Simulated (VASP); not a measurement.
# WS (R3m) in VASP: single point with PBE

Aim: the single point of WS with PBE.

Everything below comes from runs of VASP 6.6.1. Logs are shortened: lines on timing, memory, paths and dates and some standing lists are left out, and cuts for length are marked.

## (1) The cell of the first run

It takes space group R3m (No. 160, trigonal). The conventional cell has a = 3.030 Å, b = 3.030 Å, c = 12.192 Å, α = 90.00°, β = 90.00°, γ = 120.00°. Within 3.1 Å of W (site symmetry 3m) lie 4 S at 2.36 to 2.47 Å and 6 W at 3.03 Å. Within 3.1 Å of S (site symmetry 3m) lie 4 W at 2.36 to 2.47 Å and 6 S at 3.03 Å.

## (2) Single point, PBE, collinear spin, zero start

Input file INCAR:

```
SYSTEM = WS
  PREC = Accurate
  ENCUT = 520
  EDIFF = 1E-6
  ISMEAR = 0
  SIGMA = 0.1
  LREAL = .False.
  LASPH = .True.
  NELM = 150
  ALGO = Normal
  ISIF = 2
  LWAVE = .False.
  LCHARG = .False.
  ISPIN = 2
  MAGMOM = 0 0
  LORBIT = 11
  LMAXMIX = 4
  GGA = PE
  NBANDS = 21
```

Input file KPOINTS:

```
regular mesh
0
Gamma
  6 6 6
  0 0 0
```

Input file POSCAR:

```
WS
1.0
    1.5150780216      0.8747307036      4.0640040582
   -1.5150780216      0.8747307036      4.0640040582
    0.0000000000     -1.7494614072      4.0640040582
W S
1 1
Direct
    0.9760392431      0.9760392431      0.9760392431
    0.7731629793      0.7731629793      0.7731629793
```

Potentials or basis: VASP PAW PBE potentials, release 64 (W_sv, S).

Run with:

```sh
$ cat potpaw_PBE.64/W_sv/POTCAR potpaw_PBE.64/S/POTCAR > POTCAR
$ mpirun -np 1 vasp_std > vasp.out
```

OUTCAR:

```text
SYSTEM = WS
   PREC = Accurate
   ENCUT = 520
   EDIFF = 1E-6
   ISMEAR = 0
   LREAL = .False.
   LASPH = .True.
   NELM = 150
   ISIF = 2
   ISPIN = 2
   LORBIT = 11
   GGA = PE

 ion  position               nearest neighbor table
   1  0.976  0.976  0.976-   2 2.36   2 2.36   2 2.36   2 2.47
   2  0.773  0.773  0.773-   1 2.36   1 2.36   1 2.36   1 2.47

  LATTYP: Found a trigonal (rhomboedric) cell.
 ALAT       =     4.4245614698
 COS(alpha) =     0.7654909940

  Lattice vectors:

 A1 = (   1.5150780216,   0.8747307036,   4.0640040582)
 A2 = (  -1.5150780216,   0.8747307036,   4.0640040582)
 A3 = (   0.0000000000,  -1.7494614072,   4.0640040582)

Analysis of symmetry for initial positions (statically):
=====================================================================
 Subroutine PRICEL returns:
 Original cell was already a primitive cell.

 Routine SETGRP: Setting up the symmetry group for a
 trigonal (rhombohedral) supercell.

 Subroutine GETGRP returns: Found  6 space group operations
 (whereof  6 operations were pure point group operations)
 out of a pool of 12 trial point group operations.

The static configuration has the point symmetry C_3v.

Analysis of symmetry for dynamics (positions and initial velocities):
=====================================================================
 Subroutine PRICEL returns:
 Original cell was already a primitive cell.

 Routine SETGRP: Setting up the symmetry group for a
 trigonal (rhombohedral) supercell.

 Subroutine GETGRP returns: Found  6 space group operations
 (whereof  6 operations were pure point group operations)
 out of a pool of 12 trial point group operations.

The dynamic configuration has the point symmetry C_3v.

Analysis of structural, dynamic, and magnetic symmetry:
=====================================================================
 Subroutine PRICEL returns:
 Original cell was already a primitive cell.

 Routine SETGRP: Setting up the symmetry group for a
 trigonal (rhombohedral) supercell.

 Subroutine GETGRP returns: Found  6 space group operations
 (whereof  6 operations were pure point group operations)
 out of a pool of 12 trial point group operations.

The overall configuration has the point symmetry C_3v.

 Subroutine INISYM returns: Found  6 space group operations
 (whereof  6 operations are pure point group operations),
 and found     1 'primitive' translations

----------------------------------------------------------------------------------------

                                     Primitive cell

  volume of cell :      32.3158
[... 114 lines left out ...]
   GGA     = PE    functional components
   LHFCALC =     F    Hartree Fock is set to
   AEXX    =    0.0000 exact exchange contribution
   IVDW    =     0    specifies the selected vdW correction
   LEPSILON=     F    determine dielectric tensor
   LRPA    =     F    only Hartree local field effects (RPA)
 spin polarized calculation
 Gauss-broadening in eV      SIGMA  =   0.10
  energy-cutoff  :      520.00
  volume of cell :       32.32
 maximum number of plane-waves:       892
 NGX is ok and might be reduce to    36
   NGX = 17   NGY = 17   NGZ = 17

 number of electron      20.0000000 magnetization      -0.0000045

 number of electron      20.0000000 magnetization       0.0000002

 Free energy of the ion-electron system (eV)
  ---------------------------------------------------
  ext. energy  EPLUGINS =         0.00000000
  ---------------------------------------------------
  free energy    TOTEN  =       -17.48866380 eV

  energy without entropy =      -17.48541674  energy(sigma->0) =      -17.48704027

 E-fermi :   9.5651     XC(G=0): -12.1550

 val. band max:        9.5224334233   @ k =   0.1667   0.1667   0.1667
 cond. band min:       9.6209232357   @ k =   0.3333   0.1667   0.1667
 fundamental gap:      0.0984898124
 Fermi energy:         9.5651347499

 spin component 1

 k-point     1 :       0.0000    0.0000    0.0000
  band No.  band energies     occupation
      1     -64.8058      1.00000
      2     -29.1707      1.00000
      3     -28.7286      1.00000
      4     -28.7286      1.00000
      5      -6.7419      1.00000
      6       2.5797      1.00000
[... 565 lines left out ...]
     20      24.7793      0.00000
     21      27.6343      0.00000

 [... further k-points ...]

 spin component 2

 k-point     1 :       0.0000    0.0000    0.0000
  band No.  band energies     occupation
      1     -64.8058      1.00000
      2     -29.1707      1.00000
      3     -28.7286      1.00000
      4     -28.7286      1.00000
      5      -6.7419      1.00000
      6       2.5797      1.00000
[... 565 lines left out ...]
     20      24.7793      0.00000
     21      27.6343      0.00000

 [... further k-points ...]

------------------------ aborting loop because EDIFF is reached ----------------------------------------

  FORCE on cell =-STRESS in cart. coord.  units (eV):
  Direction    XX          YY          ZZ          XY          YZ          ZX
  --------------------------------------------------------------------------------------
  -------------------------------------------------------------------------------------
  Total       -0.0786583     -0.0786583      0.1076782      0.0000000      0.0000000      0.0000000
  in kB       -3.8997832     -3.8997832      5.3385515      0.0000000      0.0000000      0.0000000
  external PRESSURE =      -0.8203383 kB  Pullay stress =       0.0000000 kB

 VOLUME and BASIS-vectors are now :
 -----------------------------------------------------------------------------
  energy-cutoff  :      520.00
  volume of cell :       32.32
      direct lattice vectors                 reciprocal lattice vectors
     1.515078022  0.874730704  4.064004058     0.330016008  0.190534831  0.082020915
    -1.515078022  0.874730704  4.064004058    -0.330016008  0.190534831  0.082020915
     0.000000000 -1.749461407  4.064004058     0.000000000 -0.381069662  0.082020915

 POSITION                                       TOTAL-FORCE (eV/Angst)
 -----------------------------------------------------------------------------------
      0.00000      0.00000     11.89988         0.000000      0.000000      0.015820
      0.00000      0.00000      9.42641         0.000000      0.000000     -0.015820
 -----------------------------------------------------------------------------------
    total drift:                               -0.000000     -0.000000     -0.000378

  FREE ENERGIE OF THE ION-ELECTRON SYSTEM (eV)
  ---------------------------------------------------
  free  energy   TOTEN  =       -17.4886638013 eV

  energy  without entropy=      -17.4854167424  energy(sigma->0) =      -17.48704027

 total charge

# of ion       s       p       d       tot
------------------------------------------
    1        2.333   6.306   3.347  11.985
    2        1.329   2.395   0.000   3.724
--------------------------------------------------
tot          3.661   8.701   3.347  15.709

 magnetization (x)

# of ion       s       p       d       tot
------------------------------------------
    1        0.000   0.000   0.000   0.000
    2       -0.000  -0.000   0.000  -0.000
--------------------------------------------------
tot         -0.000  -0.000   0.000   0.000
```

Wall time 54 s (1 thread of Intel Xeon Platinum 8259CL at 2.50GHz (Skylake/Cascade Lake), shared host); peak memory 0.25 GiB.

Results:

```
Free energy                                           : -17.4887 eV
Pressure                                              : -0.1 GPa
Largest force                                         : 0.016 eV/Å
Band gap on the k mesh                                : zero (filled and empty bands overlap)
Net moment                                            : 0.00 μB per cell
Valence electrons inside the program's atomic spheres : W 11.98; S 3.72
```

Forces in eV/Å, atoms in the order of the input:
```
W    0.000  0.000  0.016
S    0.000  0.000 -0.016
```

Caveat: the k points lie up to 0.41 Å⁻¹ apart; spin-orbit coupling is left out, which moves the levels of the heavy elements.
